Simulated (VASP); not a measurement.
Set up this calculation in VASP 6.6.1, as the native input.

- Task: single point
- Functional: PBE
- Potentials or basis: VASP PAW PBE potentials, release 64 (Ga_d, P)
- Cutoff: 500 eV
- k mesh: 8 × 6 × 8
- Occupations: gaussian, width 0.02 eV
- Spin: no spin polarisation
- Dipole correction: no
- Further INCAR settings: ALGO = Normal; EDIFF = 1e-06; NBANDS = 26

The structure of GaP lies in POSCAR:

```
GaP
1.0
    3.8937583037      0.0000000000      0.0000000000
    0.0000000000      5.5066057869      0.0000000000
    0.0000000000      0.0000000000      3.8937583037
Ga P
2 2
Direct
    0.0000000000      0.0000000000      0.0000000000
    0.5000000000      0.5000000000      0.5000000000
    0.5000000000      0.2500000000      0.0000000000
    0.0000000000      0.7500000000      0.5000000000
```

One way to write it, as run:

INCAR

```
  ALGO = Normal
  EDIFF = 1E-6
  ENCUT = 500
  GGA = PE
  GGA_COMPAT = False
  ISIF = 2
  ISMEAR = 0
  LASPH = True
  LCHARG = True
  LELF = True
  LREAL = False
  LVHAR = True
  LWAVE = False
  NBANDS = 26
  NELM = 120
  PREC = Accurate
  SIGMA = 0.02
```

KPOINTS

```
k-points
0
Gamma
  8 6 8
```

Potentials or basis: VASP PAW PBE potentials, release 64 (Ga_d, P).

The run is started by

```console
$ cat potpaw_PBE.64/Ga_d/POTCAR potpaw_PBE.64/P/POTCAR > POTCAR
$ mpirun -np 1 vasp_std > vasp.out
```

Results of the run:

* Pressure: -0.1 GPa
* Band gap on the k mesh: 1.57 eV

It took 2.3 min on 1 thread of Intel Xeon 8259CL, on a shared host, peak memory 0.24 GiB.
